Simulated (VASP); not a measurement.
# ZnSe (zincblende type) (F-43m) in VASP: further runs

ZnSe (zincblende type) is run at these levels: LDA; tasks: single point, relaxation of cell and atoms.

Program: VASP 6.6.1. These are calculated values, not measurements. Logs are shortened: lines on timing, memory, paths and dates and some standing lists are left out, and cuts for length are marked.

## Step 1: The cell of the first run

It takes space group F-43m (No. 216, cubic). Conventional cell: a = 5.568 Å, b = 5.568 Å, c = 5.568 Å, α = 90.00°, β = 90.00°, γ = 90.00°. Zn (site symmetry -43m) has 4 Se at 2.41 Å within 3.2 Å. Se (site symmetry -43m) has 4 Zn at 2.41 Å within 3.2 Å.

## Step 2: Single point, LDA

INCAR reads:

```
SYSTEM = ZnSe
ALGO = Normal
EDIFF = 1E-7
ENCUT = 520
GGA = CA
ISIF = 2
ISMEAR = -1
LASPH = .TRUE.
LCHARG = .FALSE.
LREAL = .FALSE.
LWAVE = .FALSE.
NBANDS = 16
NELM = 80
PREC = Accurate
SIGMA = 0.02
```

KPOINTS reads:

```
k-points
0
G
  10 10 10
  0 0 0
```

POSCAR reads:

```
ZnSe
1.0
    0.0000000000      2.7838988343      2.7838988343
    2.7838988343      0.0000000000      2.7838988343
    2.7838988343      2.7838988343      0.0000000000
Zn Se
1 1
Direct
    0.0000000000      0.0000000000      0.0000000000
    0.2500000000      0.2500000000      0.2500000000
```

Potentials or basis: VASP PAW LDA potentials, release 64 (Zn, Se).

Command:

```bash
$ cat potpaw_LDA.64/Zn/POTCAR potpaw_LDA.64/Se/POTCAR > POTCAR
$ mpirun -np 1 vasp_std > vasp.out
```

OUTCAR:

```text
SYSTEM = ZnSe
   EDIFF = 1E-7
   ENCUT = 520
   GGA = CA
   ISIF = 2
   ISMEAR = -1
   LASPH = .TRUE.
   LREAL = .FALSE.
   NELM = 80
   PREC = Accurate

 ion  position               nearest neighbor table
   1  0.000  0.000  0.000-   2 2.41   2 2.41   2 2.41   2 2.41
   2  0.250  0.250  0.250-   1 2.41   1 2.41   1 2.41   1 2.41

  LATTYP: Found a face centered cubic cell.
 ALAT       =     5.5677976686

  Lattice vectors:

 A1 = (   0.0000000000,   2.7838988343,   2.7838988343)
 A2 = (   2.7838988343,   0.0000000000,   2.7838988343)
 A3 = (   2.7838988343,   2.7838988343,   0.0000000000)

Analysis of symmetry for initial positions (statically):
=====================================================================
 Subroutine PRICEL returns:
 Original cell was already a primitive cell.

 Routine SETGRP: Setting up the symmetry group for a
 face centered cubic supercell.

 Subroutine GETGRP returns: Found 24 space group operations
 (whereof 24 operations were pure point group operations)
 out of a pool of 48 trial point group operations.

The static configuration has the point symmetry T_d .

Analysis of symmetry for dynamics (positions and initial velocities):
=====================================================================
 Subroutine PRICEL returns:
 Original cell was already a primitive cell.

 Routine SETGRP: Setting up the symmetry group for a
 face centered cubic supercell.

 Subroutine GETGRP returns: Found 24 space group operations
 (whereof 24 operations were pure point group operations)
 out of a pool of 48 trial point group operations.

The dynamic configuration has the point symmetry T_d .

 Subroutine INISYM returns: Found 24 space group operations
 (whereof 24 operations are pure point group operations),
 and found     1 'primitive' translations

----------------------------------------------------------------------------------------

                                     Primitive cell

  volume of cell :      43.1509

  direct lattice vectors                    reciprocal lattice vectors
     0.000000000  2.783898834  2.783898834    -0.179604228  0.179604228  0.179604228
     2.783898834  0.000000000  2.783898834     0.179604228 -0.179604228  0.179604228
     2.783898834  2.783898834  0.000000000     0.179604228  0.179604228 -0.179604228

  length of vectors
     3.937027488  3.937027488  3.937027488     0.311083648  0.311083648  0.311083648

  position of ions in fractional coordinates (direct lattice)
     0.000000000  0.000000000  0.000000000
     0.250000000  0.250000000  0.250000000

  ion indices of the primitive-cell ions
   primitive index   ion index
                 1           1
                 2           2

----------------------------------------------------------------------------------------

 KPOINTS: k-points

Automatic generation of k-mesh.
 Grid dimensions read from file:
 generate k-points for:   10   10   10

 Generating k-lattice:

  Cartesian coordinates                     Fractional coordinates (reciprocal lattice)
    -0.017960423  0.017960423  0.017960423     0.100000000  0.000000000  0.000000000
     0.017960423 -0.017960423  0.017960423     0.000000000  0.100000000  0.000000000
     0.017960423  0.017960423 -0.017960423     0.000000000  0.000000000  0.100000000

  Length of vectors
     0.031108365  0.031108365  0.031108365

  Shift w.r.t. Gamma in fractional coordinates (k-lattice)
     0.000000000  0.000000000  0.000000000

 Subroutine IBZKPT returns following result:
 ===========================================

 Found     47 irreducible k-points:

 Following reciprocal coordinates:
            Coordinates               Weight
  0.000000  0.000000  0.000000      1.000000
  0.100000  0.000000  0.000000      8.000000
  0.200000  0.000000  0.000000      8.000000
  0.300000  0.000000  0.000000      8.000000
  0.400000  0.000000  0.000000      8.000000
  0.500000  0.000000  0.000000      4.000000
[... 16 lines left out ...]
  0.300000  0.300000  0.000000      6.000000
  0.400000  0.300000  0.000000     24.000000
 [... further k-points ...]
   k-points           NKPTS =     47   k-points in BZ     NKDIM =     47   number of bands    NBANDS=     16
   number of dos      NEDOS =    301   number of ions     NIONS =      2
   total plane-waves  NPLWV =  27000
   dimension x,y,z NGX =    30 NGY =   30 NGZ =   30
   dimension x,y,z NGXF=    60 NGYF=   60 NGZF=   60
   ions per type =               1   1
   NGX,Y,Z   is equivalent  to a cutoff of  12.67, 12.67, 12.67 a.u.
   NGXF,Y,Z  is equivalent  to a cutoff of  25.34, 25.34, 25.34 a.u.
 SYSTEM =  ZnSe
   PREC   = accura    normal or accurate (medium, high low for compatibility)
   ISTART =      0    job   : 0-new  1-cont  2-samecut
   ICHARG =      2    charge: 1-file 2-atom 10-const
   ISPIN  =      1    spin polarized calculation?
   LNONCOLLINEAR =      F non collinear calculations
   LSORBIT =      F    spin-orbit coupling
   LASPH  =      T    aspherical Exc in radial PAW
   ENCUT  =  520.0 eV  38.22 Ry    6.18 a.u.   7.32  7.32  7.32*2*pi/ulx,y,z
   NELM   =     80;   NELMIN=  2; NELMDL= -5     # of ELM steps
   EDIFF  = 0.1E-06   stopping-criterion for ELM
   LREAL  =      F    real-space projection
   EDIFFG = 0.1E-05   stopping-criterion for IOM
   NSW    =      0    number of steps for IOM
   IBRION =     -1    ionic relax: 0-MD 1-quasi-New 2-CG
   NFREE  =      0    steps in history (QN), initial steepest desc. (CG)
   ISIF   =      2    stress and relaxation
   ISYM   =      2    0-nonsym 1-usesym 2-fastsym
   POTIM  = 0.5000    time-step for ionic-motion
   TEBEG  =    0.0;   TEEND  =   0.0 temperature during run
   PSTRESS=    0.0 pullay stress
   NELECT =      18.0000    total number of electrons
   NUPDOWN=      -1.0000    fix difference up-down
   EMIN   =  10.00;   EMAX   =-10.00  energy-range for DOS
   EFERMI =   0.00;   METHOD = LEGACY
   ISMEAR =    -1;   SIGMA  =   0.02  broadening in eV -4-tet -1-fermi 0-gaus
   EFERMI_NEDOS =   21; number of points for ismear=-14 and -15
   IALGO  =     38    algorithm
   IMIX   =      4    mixing-type and parameters
     AMIX     =   0.40;   BMIX     =  1.00
     AMIX_MAG =   1.60;   BMIX_MAG =  1.00
  volume/ion in A,a.u.               =      21.58       145.60
  Fermi-wavevector in a.u.,A,eV,Ry     =   1.223213  2.311538 20.357730  1.496251
  Thomas-Fermi vector in A             =   2.358332
   LORBIT       =      0    0 simple, 1 ext, 2 COOP (PROOUT), +10 PAW based schemes
   GGA     = CA    functional components
   LHFCALC =     F    Hartree Fock is set to
   AEXX    =    0.0000 exact exchange contribution
   IVDW    =     0    specifies the selected vdW correction
   LEPSILON=     F    determine dielectric tensor
   LRPA    =     F    only Hartree local field effects (RPA)
 non-spin polarized calculation
  energy-cutoff  :      520.00
  volume of cell :       43.15
 maximum number of plane-waves:      1211
 NGX is ok and might be reduce to    30

 number of electron      17.9999987 magnetization

 Free energy of the ion-electron system (eV)
  ---------------------------------------------------
  ext. energy  EPLUGINS =         0.00000000
  ---------------------------------------------------
  free energy    TOTEN  =        -7.37256925 eV

  energy without entropy =       -7.37256925  energy(sigma->0) =       -7.37256925

 E-fermi :   2.4248     XC(G=0):  -9.9375

 val. band max:        1.9899937940   @ k =   0.0000   0.0000   0.0000
 cond. band min:       3.2795513006   @ k =   0.0000   0.0000   0.0000
 fundamental gap:      1.2895575067
 Fermi energy:         2.4248217552

 k-point     1 :       0.0000    0.0000    0.0000
  band No.  band energies     occupation
      1     -11.6558      2.00000
      2      -4.8946      2.00000
      3      -4.8946      2.00000
      4      -4.8946      2.00000
      5      -4.4861      2.00000
      6      -4.4861      2.00000
[... 8 lines left out ...]
     15      13.5804      0.00000
     16      13.5804      0.00000

 k-point     2 :       0.1000    0.0000    0.0000
  band No.  band energies     occupation
      1     -11.5834      2.00000
      2      -4.8929      2.00000
      3      -4.8831      2.00000
      4      -4.8831      2.00000
      5      -4.4874      2.00000
      6      -4.4874      2.00000
[... 8 lines left out ...]
     15      12.8828      0.00000
     16      12.8828      0.00000

 k-point     3 :       0.2000    0.0000    0.0000
  band No.  band energies     occupation
      1     -11.3834      2.00000
      2      -4.8717      2.00000
      3      -4.8546      2.00000
      4      -4.8546      2.00000
      5      -4.4881      2.00000
      6      -4.4881      2.00000
[... 8 lines left out ...]
     15      12.3721      0.00000
     16      12.8276      0.00000

 k-point     4 :       0.3000    0.0000    0.0000
  band No.  band energies     occupation
      1     -11.1118      2.00000
      2      -4.8242      2.00000
      3      -4.8242      2.00000
      4      -4.7844      2.00000
      5      -4.4826      2.00000
      6      -4.4826      2.00000
[... 8 lines left out ...]
     15      12.7568      0.00000
     16      12.7568      0.00000
[... 324 lines left out ...]
 k-point    22 :      -0.2000    0.2000    0.0000
  band No.  band energies     occupation
      1     -11.0193      2.00000
      2      -4.8055      2.00000
      3      -4.8046      2.00000
      4      -4.7735      2.00000
      5      -4.5051      2.00000
      6      -4.4574      2.00000
[... 8 lines left out ...]
     15      14.0735      0.00000
     16      15.2713      0.00000

 k-point    23 :       0.3000    0.3000    0.0000
  band No.  band energies     occupation
      1     -10.9281      2.00000
      2      -4.9185      2.00000
      3      -4.7279      2.00000
      4      -4.7279      2.00000
      5      -4.5072      2.00000
      6      -4.4503      2.00000
[... 8 lines left out ...]
     15      14.8444      0.00000
     16      16.9235      0.00000

 k-point    24 :       0.4000    0.3000    0.0000
  band No.  band energies     occupation
      1     -10.7341      2.00000
      2      -4.8857      2.00000
      3      -4.6914      2.00000
      4      -4.6823      2.00000
      5      -4.4562      2.00000
      6      -4.4449      2.00000
[... 8 lines left out ...]
     15      15.4893      0.00000
     16      16.9216      0.00000

 [... further k-points ...]

------------------------ aborting loop because EDIFF is reached ----------------------------------------

  FORCE on cell =-STRESS in cart. coord.  units (eV):
  Direction    XX          YY          ZZ          XY          YZ          ZX
  --------------------------------------------------------------------------------------
  -------------------------------------------------------------------------------------
  Total        0.0968317      0.0968317      0.0968317      0.0000000      0.0000000     -0.0000000
  in kB        3.5953231      3.5953231      3.5953231      0.0000000      0.0000000     -0.0000000
  external PRESSURE =       3.5953231 kB  Pullay stress =       0.0000000 kB

 VOLUME and BASIS-vectors are now :
 -----------------------------------------------------------------------------
  energy-cutoff  :      520.00
  volume of cell :       43.15
      direct lattice vectors                 reciprocal lattice vectors
     0.000000000  2.783898834  2.783898834    -0.179604228  0.179604228  0.179604228
     2.783898834  0.000000000  2.783898834     0.179604228 -0.179604228  0.179604228
     2.783898834  2.783898834  0.000000000     0.179604228  0.179604228 -0.179604228

 POSITION                                       TOTAL-FORCE (eV/Angst)
 -----------------------------------------------------------------------------------
      0.00000      0.00000      0.00000         0.000000      0.000000      0.000000
      1.39195      1.39195      1.39195        -0.000000     -0.000000     -0.000000
 -----------------------------------------------------------------------------------
    total drift:                               -0.000000     -0.000000      0.000000

  FREE ENERGIE OF THE ION-ELECTRON SYSTEM (eV)
  ---------------------------------------------------
  free  energy   TOTEN  =        -7.3725692505 eV

  energy  without entropy=       -7.3725692505  energy(sigma->0) =       -7.37256925
```

Wall time 16 s (1 thread of AMD EPYC 9R45 (Zen 5), shared host); peak memory 0.14 GiB.

Results:

| Item | Value |
| --- | --- |
| Free energy | -7.3726 eV |
| Pressure | 0.4 GPa |
| Band gap on the k mesh | 1.29 eV, direct |

Levels at points of the mesh, in eV from the valence-band top:
| k point | band 6 | band 7 | band 8 | band 9 | band 10 | band 11 | band 12 | band 13 |
| --- | --- | --- | --- | --- | --- | --- | --- | --- |
| (0.00, 0.00, 0.00) | -6.48 | 0.00 | 0.00 | 0.00 | 1.29 | 5.68 | 5.68 | 5.68 |
| (0.50, 0.00, 0.00) | -6.30 | -5.64 | -0.96 | -0.96 | 2.47 | 6.27 | 6.27 | 8.49 |
| (0.50, 0.50, 0.00) | -6.28 | -5.07 | -2.40 | -2.40 | 2.69 | 3.32 | 10.92 | 11.46 |

## Step 3: Single point, LDA

This run uses another cell than the first one: it holds 4 atoms, not 2.

INCAR reads:

```
ALGO = Normal ; EDIFF = 1E-6
ENCUT = 520 ; GGA = CA
ISIF = 2 ; ISMEAR = -1
LASPH = T ; LCHARG = T
LELF = T ; LREAL = F
LVHAR = T ; LWAVE = F
NBANDS = 26 ; NELM = 60
PREC = Accurate ; SIGMA = 0.02
```

KPOINTS reads:

```
k-points
0
Gamma
  7 5 7
```

POSCAR reads:

```
ZnSe
1.0
   -2.7838988342      2.7838988342      0.0000000000
    0.0000000000      0.0000000000      5.5677976685
    2.7838988342      2.7838988342      0.0000000000
Zn Se
2 2
Direct
    0.0000000000      0.0000000000      0.0000000000
    0.5000000000      0.5000000000      0.5000000000
    0.0000000000      0.2500000000      0.5000000000
    0.5000000000      0.7500000000      0.0000000000
```

Potentials or basis: VASP PAW LDA potentials, release 64 (Zn, Se).

Command:

```bash
$ cat potpaw_LDA.64/Zn/POTCAR potpaw_LDA.64/Se/POTCAR > POTCAR
$ mpirun -np 1 vasp_std > vasp.out
```

Run time: 25 s. Hardware: 1 thread of AMD EPYC 9R45 (Zen 5), shared host; peak memory 0.16 GiB.

The run converged. Its results:

```
Free energy            : -14.7436 eV
Pressure               : 0.4 GPa
Band gap on the k mesh : 1.29 eV
```

Levels at points of the mesh, in eV from the valence-band top:
| k point | band 15 | band 16 | band 17 | band 18 | band 19 | band 20 | band 21 | band 22 |
| --- | --- | --- | --- | --- | --- | --- | --- | --- |
| (0.00, 0.00, 0.00) | -2.40 | 0.00 | 0.00 | 0.00 | 1.29 | 2.69 | 3.31 | 5.68 |

## Step 4: Single point, LDA

This run uses another cell than the first one: it holds 4 atoms, not 2.

INCAR reads:

```
SYSTEM = ZnSe
PREC = Accurate ; ENCUT = 520
EDIFF = 1E-7 ; ISMEAR = -1
SIGMA = 0.02 ; LREAL = .False.
LASPH = .True. ; NELM = 60
ALGO = Normal ; ISIF = 2
LWAVE = .False. ; LCHARG = .False.
NBANDS = 26
```

KPOINTS reads:

```
Automatic mesh
0
Gamma
  7 5 7
  0 0 0
```

POSCAR is that of step 3.

Command:

```bash
$ cat potpaw_LDA.64/Zn/POTCAR potpaw_LDA.64/Se/POTCAR > POTCAR
$ mpirun -np 1 vasp_std > vasp.out
```

It took 28 s on 1 thread of AMD EPYC 9R45 (Zen 5), shared host; peak memory 0.16 GiB.

The run converged. Its results:

```
Free energy            : -14.7436 eV
Pressure               : 0.4 GPa
Band gap on the k mesh : 1.29 eV
```

Levels at points of the mesh, in eV from the valence-band top:
```csv
k point,band 14,band 15,band 16,band 17,band 18,band 19,band 20,band 21,band 22,band 23
"(0.00, 0.00, 0.00)",-2.40,-2.40,0.00,0.00,0.00,1.29,2.69,3.31,5.68,5.68
```

(Continued in part 2 of 2.)
